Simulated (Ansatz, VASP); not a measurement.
## Al in VASP and in Ansatz

```
Al
1.0
     2.85720    0.00000    0.00000
    -1.42860    2.47440    0.00000
     0.00000    0.00000    9.68675
Al
4
Direct
  0.00000 0.00000 0.00000
  0.33333 0.66667 0.25000
  0.00000 0.00000 0.50000
  0.66667 0.33333 0.75000
```

Alike in both runs: task single point; functional PBE; dispersion D3(BJ); k mesh 18 × 18 × 6; occupations gaussian, width 0.15 eV; no spin polarisation.

```csv
,VASP,Ansatz
version,VASP 6.6.1,Ansatz 0.2.0
potentials or method,"VASP PAW PBE potentials, release 64 (Al), cutoff 520 eV","scalar-relativistic, plane waves, PAW"
valence electrons in the cell,12,12
```

|  | VASP | Ansatz | Ansatz less VASP |
| --- | --- | --- | --- |
| gap on the k mesh at the Fermi level (eV) | none | none | - |
| pressure (GPa) | -5.4 | -5.4 | +0.03 |
| traceless stress, the component that is largest in VASP (GPa) | -1.37 | -1.37 | -0.008 |

A gap of «none» marks a metal or a gap that the smearing closes.
